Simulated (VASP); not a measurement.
Ga, 1 atom in the cell. Symmetry: Pm-3m, No. 221, cubic system. The conventional cell has a = 2.268 Å, b = 2.268 Å, c = 2.268 Å, α = 90.00°, β = 90.00°, γ = 90.00°. Ga (site symmetry m-3m) has 6 Ga at 2.27 Å within 3.0 Å.  This cell differs from its parent crystal: volume scaled by 0.58.

- Program: VASP 6.6.1
- Task: single point
- Functional: PBE
- Potentials or basis: VASP PAW PBE potentials, release 64 (Ga_d)
- Cutoff: 520 eV
- k mesh: 14 × 14 × 14
- Occupations: fermi-dirac, width 0.05 eV
- Spin: no spin polarisation
- Dipole correction: no
- Further INCAR settings: ALGO = Normal; EDIFF = 1e-07; NBANDS = 12

Potentials or basis: VASP PAW PBE potentials, release 64 (Ga_d).

Command:

```console
$ cat potpaw_PBE.64/Ga_d/POTCAR > POTCAR
$ mpirun -np 1 vasp_std > vasp.out
```

Hardware: 1 thread of Intel(R) Xeon(R) 6975P-C (Granite Rapids) (shared host).

How long does it take, and how much memory?

Wall time 5.9 s on 1 thread of Intel(R) Xeon(R) 6975P-C (Granite Rapids) (shared host), peak memory 0.13 GiB. Counts: scf iterations 13, k points 120.
